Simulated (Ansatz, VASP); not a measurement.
## HgTe in VASP and in Ansatz

The input POSCAR:

```
HgTe
1.0
    4.6426044390      0.0000000000      0.0000000000
   -2.3213022195      4.0206133839      0.0000000000
    0.0000000000      0.0000000000      7.6245015914
Hg Te
2 2
Direct
    0.3333333333      0.6666666667      0.0004981612
    0.6666666667      0.3333333333      0.5004981612
    0.3333333333      0.6666666667      0.3745018388
    0.6666666667      0.3333333333      0.8745018388
```

Contents of INCAR.step1:

```
PREC = Accurate
ENCUT = 520
ISMEAR = -1
SIGMA = 0.02
LREAL = False
LASPH = True
NELM = 100
NBANDS = 26
GGA = PE
ALGO = Normal
EDIFF = 1E-4
LWAVE = True
LCHARG = False
```

The input INCAR.step2:

```
PREC = Accurate
ENCUT = 520
EDIFF = 1E-6
ISMEAR = -1
SIGMA = 0.02
LREAL = False
LASPH = True
NELM = 100
ALGO = Normal
ISIF = 2
LWAVE = False
LCHARG = True
METAGGA = R2SCAN
LMIXTAU = True
LELF = True
LVHAR = True
NBANDS = 26
ISTART = 1
```

KPOINTS

```
regular mesh
0
Gamma
  6 6 4
```

Input for Ansatz:

```yaml
crystal:
  lattice:
    - [4.642604439, 0.0, 0.0]
    - [-2.3213022195, 4.0206133839, 0.0]
    - [0.0, 0.0, 7.6245015914]
  atoms:
    - { symbol: Hg, position: [0.3333333333, 0.6666666667, 0.0004981612] }
    - { symbol: Hg, position: [0.6666666667, 0.3333333333, 0.5004981612] }
    - { symbol: Te, position: [0.3333333333, 0.6666666667, 0.3745018388] }
    - { symbol: Te, position: [0.6666666667, 0.3333333333, 0.8745018388] }
kpoints:
  mp_grid: { grid: [6, 6, 4] }
  band_path:
    path:
      - [0.0, 0.0, 0.0]
      - [0.5, 0.0, 0.0]
      - [0.3333333333, 0.3333333333, 0.0]
      - [0.0, 0.0, 0.5]
      - [0.5, 0.0, 0.5]
      - [0.3333333333, 0.3333333333, 0.5]
      - [0.0, 0.0, 0.05]
    npoints: 1
hamiltonian:
  xc: r2scan
scf:
  occupations: { method: fermi_dirac, width: 0.02 }
  n_extra_bands: 5
output:
  forces: true
  stress: true
  eigenvalues: true
```

Alike in both runs: task single point; functional r2SCAN; k mesh 6 × 6 × 4; occupations fermi-dirac, width 0.02 eV; no spin polarisation.

|  | VASP | Ansatz |
| --- | --- | --- |
| version | VASP 6.6.1 | Ansatz 0.2.0 |
| potentials or method | VASP PAW PBE potentials, release 64 (Hg, Te) | plane waves, PAW |
| plane-wave cutoff (eV) | 520 | 500 |
| valence electrons in the cell | 36 | 72 |

```tsv
	VASP	Ansatz	Ansatz less VASP
pressure (GPa)	0.1	0.0	-0.06
```

VASP's potentials were made for PBE, not for r2SCAN. The functional is the same, so the differences come from potentials, cutoffs and numerics. VASP's potentials hold 36 valence electrons a cell and Ansatz's 72, so a difference there can come from the potentials and not from the codes.

Neither program's run includes spin-orbit coupling.
